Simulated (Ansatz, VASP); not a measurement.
SeO: VASP beside Ansatz

```
Se O
1.0
     2.87628    0.00000    0.00000
     0.00000    2.87628    0.00000
     0.00000    0.00000    3.00627
Se O
1 1
Direct
  0.50000 0.50000 0.50000
  0.00000 0.00000 0.00000
```

Alike in both runs: functional PBE; k mesh 6 × 6 × 4; occupations gaussian, width 0.1 eV; collinear spin.

Ansatz relaxed the structure, and its values are those at the end. VASP's run is a single point on that final structure, the one shown.

|  | VASP | Ansatz |
| --- | --- | --- |
| version | VASP 6.6.1 | Ansatz 0.2.0 |
| potentials or method | VASP PAW PBE potentials, release 64 (Se, O), cutoff 520 eV | scalar-relativistic, plane waves, PAW |
| valence electrons in the cell | 12 | 22 |

Ansatz gave:

| Quantity | Value |
| --- | --- |
| gap on the k mesh at the Fermi level (eV) | none |
| pressure (GPa) | -0.1 |
| net moment per atom (μB) | 0.00 |

Q: What did VASP give for the same quantities?

A: gap on the k mesh at the Fermi level (eV): none; pressure (GPa): -0.2; net moment per atom (μB): 0.00.

A gap of «none» marks a metal or a gap that the smearing closes. VASP's potentials hold 12 valence electrons a cell and Ansatz's 22, so a difference there can come from the potentials and not from the codes. Ansatz's warnings: seeded moment not kept.

The k mesh is coarse, so the values compare programs but aren't converged.
